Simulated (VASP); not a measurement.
A run of VASP 6.6.1:

The input INCAR:

```
ALGO = Fast
EDIFF = 1E-6
ENCUT = 520
GGA = PS
ISIF = 2
ISMEAR = 0
LASPH = T
LCHARG = F
LREAL = F
LWAVE = F
NBANDS = 21
NELM = 60
PREC = Accurate
SIGMA = 0.15
```

Contents of KPOINTS:

```
k-points
0
Gamma
  21 21 12
```

The input POSCAR:

```
Ru
1.0
    2.6044347092      0.0000000000      0.0000000000
   -1.3022173546      2.2555066207      0.0000000000
    0.0000000000      0.0000000000      4.3902955893
Ru
2
Direct
    0.3333333333      0.6666666667      0.2500000000
    0.6666666667      0.3333333333      0.7500000000
```

Potentials or basis: VASP PAW PBE potentials, release 64 (Ru_pv).

The run is started by

```bash
$ cat potpaw_PBE.64/Ru_pv/POTCAR > POTCAR
$ mpirun -np 1 vasp_std > vasp.out
```

Hardware: 1 thread of Intel(R) Xeon(R) Platinum 8488C (Sapphire Rapids) (shared host).

Question: Estimate the wall time of this run.

Answer: Run time: 93 s on 1 thread of Intel(R) Xeon(R) Platinum 8488C (Sapphire Rapids), on a shared host, peak memory 0.25 GiB. Counts: scf iterations 13, k points 336.
